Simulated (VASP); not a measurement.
Set up this calculation in VASP 6.6.1, as the native input.

```yaml
Task: single point
Functional: LDA
Potentials_or_basis: VASP PAW LDA potentials, release 64 (Al, N)
Cutoff: 520 eV
k_mesh: 9 × 9 × 6
Occupations: gaussian, width 0.05 eV
Spin: no spin polarisation
Dipole_correction: no
Further_INCAR_settings: ALGO = Normal; EDIFF = 1e-06; NBANDS = 16
```

The structure of AlN lies in POSCAR:

```
AlN
1.0
    3.0887424016      0.0000000000      0.0000000000
   -1.5443712008      2.6749293856      0.0000000000
    0.0000000000      0.0000000000      4.9437688231
Al N
2 2
Direct
    0.3037673525      0.6409463615      0.0015212672
    0.6962326475      0.3590536385      0.5015212672
    0.3597160113      0.6896177243      0.3834787328
    0.6402839887      0.3103822757      0.8834787328
```

This cell differs from its parent crystal: atoms displaced along a vibrational mode.

These files were run (other wordings do the same):

INCAR

```
PREC = Accurate
ENCUT = 520
EDIFF = 1E-6
ISMEAR = 0
SIGMA = 0.05
LREAL = F
LASPH = T
NELM = 80
ALGO = Normal
ISIF = 2
LWAVE = F
LCHARG = F
GGA = CA
NBANDS = 16
```

KPOINTS

```
regular mesh
0
Gamma
  9 9 6
```

Potentials or basis: VASP PAW LDA potentials, release 64 (Al, N).

The run is started by

```bash
$ cat potpaw_LDA.64/Al/POTCAR potpaw_LDA.64/N/POTCAR > POTCAR
$ mpirun -np 1 vasp_std > vasp.out
```

Results of the run:

```yaml
Pressure: 0.4 GPa
Largest_force: 0.506 eV/Å
Band_gap_on_the_k_mesh: 4.33 eV
```

Caveat: the cell differs from its parent crystal (atoms displaced along a vibrational mode); an odd mesh through Γ misses points on the zone boundary, where band edges can lie.

It took 64 s on 1 thread of Intel Xeon 8259CL, on a shared host, peak memory 0.2 GiB.
